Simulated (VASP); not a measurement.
Wanted: the native input for a VASP 6.6.1 run.

| Property | Result |
| --- | --- |
| Task | single point |
| Functional | PBE |
| Potentials or basis | VASP PAW PBE potentials, release 64 (B, N) |
| Cutoff | 520 eV |
| k mesh | 6 × 6 × 6 |
| Occupations | gaussian, width 0.05 eV |
| Spin | no spin polarisation |
| Dipole correction | no |
| Further INCAR settings | ALGO = Normal; EDIFF = 1e-06; NBANDS = 16 |

The structure of BN lies in POSCAR:

```
BN
1.0
    0.0000000000     -1.8123937734     -1.8123937734
   -1.8123937734      0.0000000000     -1.8123937734
    1.8123937734      1.8123937734     -3.6247875468
B N
2 2
Direct
    0.0139357577      0.0288443693      0.0000000000
    0.4860642423      0.4711556307      0.5000000000
    0.3892613712      0.4045183273      0.8750000000
    0.8607386288      0.8454816727      0.3750000000
```

This cell differs from its parent crystal: mode 4 frozen in at -0.085 Å and mode 5 at -0.051 Å (largest displacements).

The input as run:

INCAR

```
PREC = Accurate
ENCUT = 520
EDIFF = 1E-6
ISMEAR = 0
SIGMA = 0.05
LREAL = F
LASPH = T
NELM = 80
ALGO = Normal
ISIF = 2
LWAVE = F
LCHARG = F
GGA = PE
NBANDS = 16
```

KPOINTS

```
Automatic mesh
0
Gamma
  6 6 6
```

Potentials or basis: VASP PAW PBE potentials, release 64 (B, N).

Launch:

```bash
$ cat potpaw_PBE.64/B/POTCAR potpaw_PBE.64/N/POTCAR > POTCAR
$ mpirun -np 1 vasp_std > vasp.out
```

Results of the run:

```yaml
Pressure: -0.1 GPa
Largest_force: 1.211 eV/Å
Band_gap_on_the_k_mesh: 4.27 eV, indirect (least direct gap 6.23 eV)
```

Caveat: the k points lie up to 0.48 Å⁻¹ apart; the cell differs from its parent crystal (mode 4 frozen in at -0.085 Å and mode 5 at -0.051 Å (largest displacements)); forces of over 1 eV/Å act on the atoms, so gaps and moduli don't describe the material at rest.

It took 20 s on 1 thread of AMD EPYC 9R45 96-Core Processor (Zen 5) (shared host), peak memory 0.13 GiB.
